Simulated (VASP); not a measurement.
# AlN (P1) in VASP: notebook

Runs on AlN. Level: r2SCAN. Tasks: single point.

Program: VASP 6.6.1. These are calculated values, not measurements. Logs are shortened: lines on timing, memory, paths and dates and some standing lists are left out, and cuts for length are marked.

## Step 1: The cell of the first run

The typed cell holds 16 atoms: a = 3.107 Å, b = 4.978 Å, c = 10.773 Å, α = 92.21°, β = 88.62°, γ = 90.00°.

## Step 2: Single point, r2SCAN

The input, POSCAR:

```
AlN
1.0
    1.5533326688     -2.6904511034      0.0000000000
    0.0000000000      0.0000000000     -4.9784048385
    9.4493886239      5.1567876298      0.4147011230
Al N
8 8
Direct
    0.4305833333      1.0677237644      0.8333333333
   -0.0069416667      1.0052487644      0.0833333333
    0.4722333333      1.0260737644      0.3333333333
   -0.0485916667      1.0468987644      0.5833333333
   -0.0763583333      0.5746654310      0.9166666667
    0.4861166667      0.5121904310      0.1666666667
   -0.0347083333      0.5330154310      0.4166666667
    0.4444666667      0.5538404310      0.6666666667
    0.4305833333      0.6861095690      0.8333333333
   -0.0069416667      0.6236345690      0.0833333333
    0.4722333333      0.6444595690      0.3333333333
   -0.0485916667      0.6652845690      0.5833333333
   -0.0763583333      0.1930512356      0.9166666667
    0.4861166667      0.1305762356      0.1666666667
   -0.0347083333      0.1514012356      0.4166666667
    0.4444666667      0.1722262356      0.6666666667
```

The input, INCAR.step1:

```
SYSTEM = AlN
PREC = Accurate
ENCUT = 520
ISMEAR = 0
SIGMA = 0.05
LREAL = Auto
LASPH = .TRUE.
NELM = 60
NBANDS = 46
GGA = PE
ALGO = Normal
EDIFF = 1E-4
LWAVE = .TRUE.
LCHARG = .FALSE.
```

The input, INCAR.step2:

```
SYSTEM = AlN
PREC = Accurate
ENCUT = 520
EDIFF = 1E-6
ISMEAR = 0
SIGMA = 0.05
LREAL = Auto
LASPH = .TRUE.
NELM = 60
ALGO = Normal
ISIF = 2
LWAVE = .FALSE.
LCHARG = .TRUE.
METAGGA = R2SCAN
LMIXTAU = .TRUE.
LELF = .TRUE.
LVHAR = .TRUE.
NBANDS = 46
ISTART = 1
```

The input, KPOINTS:

```
regular mesh
0
G
  7 5 2
  0 0 0
```

Potentials or basis: VASP PAW PBE potentials, release 64 (Al, N).

Command:

```sh
$ cat potpaw_PBE.64/Al/POTCAR potpaw_PBE.64/N/POTCAR > POTCAR
$ cp INCAR.step1 INCAR
$ mpirun -np 1 vasp_std > vasp.out
$ cp INCAR.step2 INCAR
$ mpirun -np 1 vasp_std > vasp.out
```

OUTCAR:

```text
SYSTEM = AlN
   PREC = Accurate
   ENCUT = 520
   EDIFF = 1E-6
   ISMEAR = 0
   LREAL = Auto
   LASPH = .TRUE.
   NELM = 60
   ISIF = 2
   METAGGA = R2SCAN
   ISTART = 1

 ion  position               nearest neighbor table
   1  0.431  0.068  0.833-  16 1.89  13 1.89  13 1.89   9 1.90   2 3.01   8 3.07   5 3.07   8 3.07
                             5 3.07   5 3.07   5 3.07   4 3.11   4 3.11   2 3.27
   2  0.993  0.005  0.083-  14 1.89  14 1.89  10 1.90  13 2.07   5 2.75   1 3.01   6 3.07   6 3.07
                             6 3.07   6 3.07   3 3.11   3 3.11   1 3.27
   3  0.472  0.026  0.333-  14 1.89  15 1.89  15 1.89  11 1.90   6 3.07   7 3.07   6 3.07   7 3.07
                             7 3.07   7 3.07   4 3.11   2 3.11   2 3.11   4 3.11
   4  0.951  0.047  0.583-  15 1.89  16 1.89  16 1.89  12 1.90   7 3.07   8 3.07   7 3.07   8 3.07
                             8 3.07   8 3.07   3 3.11   1 3.11   1 3.11   3 3.11
   5  0.924  0.575  0.917-  10 1.82   9 1.89   9 1.89  13 1.90   2 2.75   6 3.01   1 3.07   1 3.07
                             1 3.07   1 3.07   8 3.11   8 3.11   6 3.27
   6  0.486  0.512  0.167-  11 1.89  10 1.89  10 1.89  14 1.90   5 3.01   3 3.07   2 3.07   3 3.07
                             2 3.07   2 3.07   2 3.07   7 3.11   7 3.11   5 3.27
   7  0.965  0.533  0.417-  12 1.89  11 1.89  11 1.89  15 1.90   4 3.07   3 3.07   4 3.07   3 3.07
                             3 3.07   3 3.07   8 3.11   6 3.11   6 3.11   8 3.11
   8  0.444  0.554  0.667-   9 1.89  12 1.89  12 1.89  16 1.90   1 3.07   4 3.07   1 3.07   4 3.07
                             4 3.07   4 3.07   7 3.11   5 3.11   5 3.11   7 3.11
   9  0.431  0.686  0.833-   8 1.89   5 1.89   5 1.89   1 1.90
  10  0.993  0.624  0.083-   5 1.82   6 1.89   6 1.89   2 1.90
  11  0.472  0.644  0.333-   6 1.89   7 1.89   7 1.89   3 1.90
  12  0.951  0.665  0.583-   7 1.89   8 1.89   8 1.89   4 1.90
  13  0.924  0.193  0.917-   1 1.89   1 1.89   5 1.90   2 2.07
  14  0.486  0.131  0.167-   3 1.89   2 1.89   2 1.89   6 1.90
  15  0.965  0.151  0.417-   4 1.89   3 1.89   3 1.89   7 1.90
  16  0.444  0.172  0.667-   1 1.89   4 1.89   4 1.89   8 1.90

  LATTYP: Found a triclinic cell.
 ALAT       =     7.9617832685
 B/A-ratio  =     0.3901971748
 C/A-ratio  =     1.8067866622
 COS(alpha) =     0.0179896306
 COS(beta)  =     0.4288086698
 COS(gamma) =     0.7803943496

  Lattice vectors:

 A1 = (  -3.1066653376,   5.3809022068,   4.9784048385)
 A2 = (  -1.5533326688,   2.6904511034,   0.0000000000)
 A3 = (  -9.4493886239,  -5.1567876298,   9.5421085540)

Analysis of symmetry for initial positions (statically):
=====================================================================
 Subroutine PRICEL returns:
 Original cell was already a primitive cell.

 Routine SETGRP: Setting up the symmetry group for a
 triclinic supercell.

 Subroutine GETGRP returns: Found  1 space group operations
 (whereof  1 operations were pure point group operations)
[... 158 lines left out ...]
   EFERMI =   0.00;   METHOD = LEGACY
   ISMEAR =     0;   SIGMA  =   0.05  broadening in eV -4-tet -1-fermi 0-gaus
   EFERMI_NEDOS =   21; number of points for ismear=-14 and -15
   IALGO  =     38    algorithm
   IMIX   =      4    mixing-type and parameters
     AMIX     =   0.40;   BMIX     =  1.00
     AMIX_MAG =   1.60;   BMIX_MAG =  1.00
  volume/ion in A,a.u.               =      10.40        70.20
  Fermi-wavevector in a.u.,A,eV,Ry     =   1.190451  2.249626 19.281821  1.417174
  Thomas-Fermi vector in A             =   2.326535
   LORBIT       =      0    0 simple, 1 ext, 2 COOP (PROOUT), +10 PAW based schemes
   METAGGA = R2SCAN    functional components
   LHFCALC =     F    Hartree Fock is set to
   AEXX    =    0.0000 exact exchange contribution
   IVDW    =     0    specifies the selected vdW correction
   LEPSILON=     F    determine dielectric tensor
   LRPA    =     F    only Hartree local field effects (RPA)
 non-spin polarized calculation
 Gauss-broadening in eV      SIGMA  =   0.05
  energy-cutoff  :      520.00
  volume of cell :      166.44
 maximum number of plane-waves:      4499
   NGX = 11   NGY = 19   NGZ = 41

 number of electron      64.0000002 magnetization

 Free energy of the ion-electron system (eV)
  ---------------------------------------------------
  ext. energy  EPLUGINS =         0.00000000
  ---------------------------------------------------
  free energy    TOTEN  =      -152.98717867 eV

  energy without entropy =     -152.98717867  energy(sigma->0) =     -152.98717867

 E-fermi :   6.3594     XC(G=0): -11.4244

 val. band max:        6.1071883578   @ k =   0.0000   0.0000   0.0000
 cond. band min:      10.5832660454   @ k =   0.0000   0.0000   0.0000
 fundamental gap:      4.4760776876
 Fermi energy:         6.3594159396

 k-point     1 :       0.0000    0.0000    0.0000
  band No.  band energies     occupation
      1     -10.0791      2.00000
      2      -9.3680      2.00000
      3      -9.2664      2.00000
      4      -8.1098      2.00000
      5      -7.9408      2.00000
      6      -7.6612      2.00000
[... 1117 lines left out ...]
     43      15.5855      0.00000
     44      15.7115      0.00000

 [... further k-points ...]

 [bands above 44 left out]

------------------------ aborting loop because EDIFF is reached ----------------------------------------

  FORCE on cell =-STRESS in cart. coord.  units (eV):
  Direction    XX          YY          ZZ          XY          YZ          ZX
  --------------------------------------------------------------------------------------
  -------------------------------------------------------------------------------------
  Total       -1.8626743      1.5957948     -0.6117085      1.9623039     -1.3768348     -5.0206171
  in kB      -17.9298946     15.3609425     -5.8882372     18.8889173    -13.2532576    -48.3278978
  external PRESSURE =      -2.8190631 kB  Pullay stress =       0.0000000 kB

 VOLUME and BASIS-vectors are now :
 -----------------------------------------------------------------------------
  energy-cutoff  :      520.00
  volume of cell :      166.44
      direct lattice vectors                 reciprocal lattice vectors
     1.553332669 -2.690451103  0.000000000     0.154240946 -0.282633830  0.000000000
     0.000000000  0.000000000 -4.978404839     0.006703329  0.003870169 -0.200867553
     9.449388624  5.156787630  0.414701123     0.080472137  0.046460610  0.000000000

 POSITION                                       TOTAL-FORCE (eV/Angst)
 -----------------------------------------------------------------------------------
      8.54333      3.13886      0.00843         0.052894     -0.057431     -0.287640
      2.33000     -2.24204      0.00843        -0.292760      0.314213     -1.719699
      3.88333      0.44841      0.00843         0.030334      0.045638     -0.013640
      6.99000      0.44841      0.00843         0.104478      0.066897     -0.045444
     10.09666      2.24204     -2.48077        -0.648802     -0.773423      1.708710
      2.33000     -0.44841     -2.48077        -0.145702     -0.012413      0.149372
[... 8 lines left out ...]
      5.43666     -0.44841     -0.58094        -0.069369     -0.032536      0.007639
      6.99000      2.24204     -0.58094        -0.150671     -0.112125     -0.042181
 -----------------------------------------------------------------------------------
    total drift:                               -0.010001     -0.001057      0.001337

  FREE ENERGIE OF THE ION-ELECTRON SYSTEM (eV)
  ---------------------------------------------------
  free  energy   TOTEN  =      -152.9871786723 eV

  energy  without entropy=     -152.9871786723  energy(sigma->0) =     -152.98717867
```

OSZICAR.step1:

```text
N       E                     dE             d eps       ncg     rms          rms(c)
DAV:   1     0.251712068905E+03    0.25171E+03   -0.29725E+04  3312   0.126E+03
DAV:   2    -0.113329028627E+03   -0.36504E+03   -0.34638E+03  4258   0.254E+02
DAV:   3    -0.137105769318E+03   -0.23777E+02   -0.23622E+02  4168   0.687E+01
DAV:   4    -0.137384419599E+03   -0.27865E+00   -0.27816E+00  4032   0.827E+00
DAV:   5    -0.137389000342E+03   -0.45807E-02   -0.45791E-02  4086   0.105E+00    0.244E+01
DAV:   6    -0.118296853844E+03    0.19092E+02   -0.71911E+01  3996   0.330E+01    0.853E+00
DAV:   7    -0.118347485500E+03   -0.50632E-01   -0.25644E+00  3828   0.657E+00    0.587E+00
DAV:   8    -0.118303372618E+03    0.44113E-01   -0.22537E-01  3958   0.264E+00    0.850E-01
DAV:   9    -0.118294497704E+03    0.88749E-02   -0.51388E-02  4144   0.893E-01    0.421E-01
DAV:  10    -0.118296642673E+03   -0.21450E-02   -0.77510E-03  3984   0.360E-01    0.167E-01
DAV:  11    -0.118296578637E+03    0.64036E-04   -0.69713E-04  3920   0.145E-01
   1 F= -.11829658E+03 E0= -.11829658E+03  d E =-.379661E-13
```

Wall time 13 min (1 thread of Intel Xeon 6975P-C (Granite Rapids), shared host); peak memory 0.36 GiB.

What came out:

```
Free energy            : -152.9872 eV
Pressure               : -0.3 GPa
Largest force          : 1.985 eV/Å
Band gap on the k mesh : 4.48 eV
```

Forces in eV/Å, atoms in the order of the input:
```
Al   0.053 -0.057 -0.288
Al  -0.293  0.314 -1.720
Al   0.030  0.046 -0.014
Al   0.104  0.067 -0.045
Al  -0.649 -0.773  1.709
Al  -0.146 -0.012  0.149
Al   0.071  0.038  0.036
Al  -0.020 -0.028  0.078
N    0.268 -0.004 -0.064
N    0.581  0.646 -1.740
N   -0.095 -0.028  0.038
N   -0.015 -0.016 -0.006
N    0.358 -0.226  1.894
N   -0.028  0.181  0.007
N   -0.069 -0.033  0.008
N   -0.151 -0.112 -0.042
```

Stress tensor (GPa, compression positive):
```
-1.79  1.89 -4.83
 1.89  1.54 -1.33
-4.83 -1.33 -0.59
```

Caveat: the PAW data sets were made with another functional, which shifts forces and pressure a little; an odd mesh through Γ misses points on the zone boundary, where band edges can lie.

## Step 3: Single point, r2SCAN

The input, POSCAR:

```
AlN
1.0
    1.5533326688     -2.6904511034      0.0000000000
    0.0000000000      0.0000000000     -4.9784048385
    9.7083291798      4.7082894309      1.2446012096
Al N
8 8
Direct
    0.2916666667      1.2066404310      0.8333333333
   -0.0208333333      1.0191404310      0.0833333333
    0.4166666667      1.0816404310      0.3333333333
   -0.1458333333      1.1441404310      0.5833333333
   -0.2291666667      0.7274737644      0.9166666667
    0.4583333333      0.5399737644      0.1666666667
   -0.1041666667      0.6024737644      0.4166666667
    0.3333333333      0.6649737644      0.6666666667
    0.2916666667      0.8250262356      0.8333333333
   -0.0208333333      0.6375262356      0.0833333333
    0.4166666667      0.7000262356      0.3333333333
   -0.1458333333      0.7625262356      0.5833333333
   -0.2291666667      0.3458595690      0.9166666667
    0.4583333333      0.1583595690      0.1666666667
   -0.1041666667      0.2208595690      0.4166666667
    0.3333333333      0.2833595690      0.6666666667
```

The input, INCAR.step1:

```
ALGO = Normal
EDIFF = 1E-4
ENCUT = 520
GGA = PE
ISMEAR = 0
LASPH = True
LCHARG = False
LREAL = Auto
LWAVE = True
NBANDS = 46
NELM = 100
PREC = Accurate
SIGMA = 0.05
```

The input, INCAR.step2:

```
ALGO = Normal
EDIFF = 1E-7
ENCUT = 520
ISIF = 2
ISMEAR = 0
ISTART = 1
LASPH = True
LCHARG = True
LELF = True
LMIXTAU = True
LREAL = Auto
LVHAR = True
LWAVE = False
METAGGA = R2SCAN
NBANDS = 46
NELM = 100
PREC = Accurate
SIGMA = 0.05
```

The input, KPOINTS:

```
k-points
0
Gamma
  7 5 2
```

Potentials or basis: VASP PAW PBE potentials, release 64 (Al, N).

Command:

```sh
$ cat potpaw_PBE.64/Al/POTCAR potpaw_PBE.64/N/POTCAR > POTCAR
$ cp INCAR.step1 INCAR
$ mpirun -np 1 vasp_std > vasp.out
$ cp INCAR.step2 INCAR
$ mpirun -np 1 vasp_std > vasp.out
```

It took 8.9 min on 1 thread of Intel Xeon 6975P-C (Granite Rapids), shared host; peak memory 0.37 GiB.

It converged, with:

- Free energy: -148.2716 eV
- Pressure: 1.1 GPa
- Largest force: 4.924 eV/Å
- Band gap on the k mesh: 1.01 eV

Forces in eV/Å, atoms in the order of the input:
```
Al   0.479  0.311 -0.901
Al   3.502  1.117 -2.168
Al   0.128  0.120  0.229
Al   0.247  0.148 -0.166
Al  -1.721 -0.980  4.508
Al  -0.823 -0.491 -0.295
Al   0.020  0.007  0.003
Al  -0.294 -0.162  0.386
N    0.816  0.323 -0.183
N    1.323  0.792 -3.962
N    0.111  0.096  0.164
N    0.152  0.082 -0.036
N   -2.804 -1.033  2.790
N   -0.428  0.064 -0.270
N   -0.214 -0.108  0.003
N   -0.495 -0.286 -0.101
```

Stress tensor (GPa, compression positive):
```
  4.34   2.82 -11.23
  2.82   0.69   0.13
-11.23   0.13  -1.69
```

Levels at points of the mesh, in eV from the valence-band top:
```tsv
k point	band 29	band 30	band 31	band 32	band 33	band 34	band 35	band 36
(0.00, 0.00, 0.00)	-1.91	-1.54	-1.19	0.00	1.01	4.17	4.82	5.13
(0.00, 0.00, 0.50)	-1.89	-1.60	-1.23	-0.10	1.24	4.10	4.79	5.04
```

Caveat: the PAW data sets were made with another functional, which shifts forces and pressure a little; an odd mesh through Γ misses points on the zone boundary, where band edges can lie.

## Step 4: Single point, r2SCAN

This run uses another cell than the first one, of the same volume but with other edges.

The input, POSCAR:

```
AlN
1.0
    1.5533326688     -2.6904511034      0.0000000000
    0.0000000000      0.0000000000     -4.9784048385
    9.9672697357      4.2597912319      2.0745012962
Al N
8 8
Direct
    0.1527500000      1.3455570977      0.8333333333
   -0.0347250000      1.0330320977      0.0833333333
    0.3611000000      1.1372070977      0.3333333333
   -0.2430750000      1.2413820977      0.5833333333
   -0.3819750000      0.8802820977      0.9166666667
    0.4305500000      0.5677570977      0.1666666667
   -0.1736250000      0.6719320977      0.4166666667
    0.2222000000      0.7761070977      0.6666666667
    0.1527500000      0.9639429023      0.8333333333
   -0.0347250000      0.6514179023      0.0833333333
    0.3611000000      0.7555929023      0.3333333333
   -0.2430750000      0.8597679023      0.5833333333
   -0.3819750000      0.4986679023      0.9166666667
    0.4305500000      0.1861429023      0.1666666667
   -0.1736250000      0.2903179023      0.4166666667
    0.2222000000      0.3944929023      0.6666666667
```

The input, INCAR.step1:

```
SYSTEM = AlN
ALGO = Normal
EDIFF = 1E-4
ENCUT = 520
GGA = PE
ISMEAR = 0
LASPH = .TRUE.
LCHARG = .FALSE.
LREAL = Auto
LWAVE = .TRUE.
NBANDS = 46
NELM = 100
PREC = Accurate
SIGMA = 0.05
```

The input, INCAR.step2:

```
SYSTEM = AlN
ALGO = Normal
EDIFF = 1E-7
ENCUT = 520
ISIF = 2
ISMEAR = 0
ISTART = 1
LASPH = .TRUE.
LCHARG = .FALSE.
LMIXTAU = .TRUE.
LREAL = Auto
LWAVE = .FALSE.
METAGGA = R2SCAN
NBANDS = 46
NELM = 100
PREC = Accurate
SIGMA = 0.05
```

The input, KPOINTS:

```
k-points
0
G
  7 5 2
  0 0 0
```

Command:

```sh
$ cat potpaw_PBE.64/Al/POTCAR potpaw_PBE.64/N/POTCAR > POTCAR
$ cp INCAR.step1 INCAR
$ mpirun -np 1 vasp_std > vasp.out
$ cp INCAR.step2 INCAR
$ mpirun -np 1 vasp_std > vasp.out
```

Run time: 13 min. Hardware: 1 thread of Intel Xeon 6975P-C (Granite Rapids), shared host; peak memory 0.37 GiB.

Results (log left out):

* Free energy: -145.2191 eV
* Pressure: 4.4 GPa
* Largest force: 5.158 eV/Å
* Band gap on the k mesh: zero (bands 32 and 33 overlap by 0.04 eV)

Forces on the atoms (eV/Å):
```
Al   1.085  0.746 -0.788
Al   4.839  1.288  0.125
Al   0.243  0.136  0.373
Al   0.201  0.118 -0.084
Al  -4.232 -1.211  2.689
Al  -1.436 -0.913 -0.647
Al  -0.069 -0.042 -0.046
Al  -0.280 -0.146  0.384
N    0.168  0.004 -0.317
N    2.874  1.729 -1.631
N    0.302  0.210  0.093
N    0.135  0.080 -0.020
N   -3.067 -1.659  0.364
N   -0.073  0.092 -0.473
N   -0.207 -0.118 -0.003
N   -0.483 -0.314 -0.021
```

Stress tensor (GPa, compression positive):
```
11.46  1.87 -3.49
 1.87  4.83 -0.68
-3.49 -0.68 -2.97
```

Levels at points of the mesh, in eV from the Fermi level:
```csv
k point,band 28,band 29,band 30,band 31,band 32,band 33,band 34,band 35,band 36,band 37
"(0.00, 0.00, 0.00)",-2.42,-2.31,-1.86,-1.35,-0.39,0.00,3.63,4.21,4.48,4.67
"(0.00, 0.00, 0.50)",-2.46,-2.35,-1.88,-1.37,-0.17,-0.05,3.54,3.96,4.38,4.80
```

Caveat: the cell stands under pressure; semilocal functionals underestimate gaps, so a narrow gap can read as zero; the PAW data sets were made with another functional, which shifts forces and pressure a little.

## Step 5: Summary

| cell | gap on the mesh (eV) | pressure (GPa) | largest force (eV/Å) |
| --- | --- | --- | --- |
| a = 3.107, b = 4.978, c = 10.773 Å, angles 92.2, 88.6, 90.0°, 16 atoms | 4.48 | -0.3 | 1.98 |
| a = 3.107, b = 4.978, c = 10.861 Å, angles 96.6, 85.9, 90.0°, 16 atoms | 1.01 | 1.1 | 4.92 |
| a = 3.107, b = 4.978, c = 11.036 Å, angles 100.8, 83.3, 90.0°, 16 atoms | none | 4.4 | 5.16 |

Alike in all rows: task single point; level r2SCAN; potentials or basis VASP PAW PBE potentials, release 64 (Al, N); no spin polarisation; k mesh 7 × 5 × 2; cutoff (eV) 520; smearing gaussian 0.05 eV.

Caveats: the PAW data sets were made with another functional, which shifts forces and pressure a little; an odd mesh through Γ misses points on the zone boundary, where band edges can lie (at least some runs); the cell stands under pressure (at least some runs); semilocal functionals underestimate gaps, so a narrow gap can read as zero (at least some runs).

Absolute energies hang on the potentials; compare differences alone.
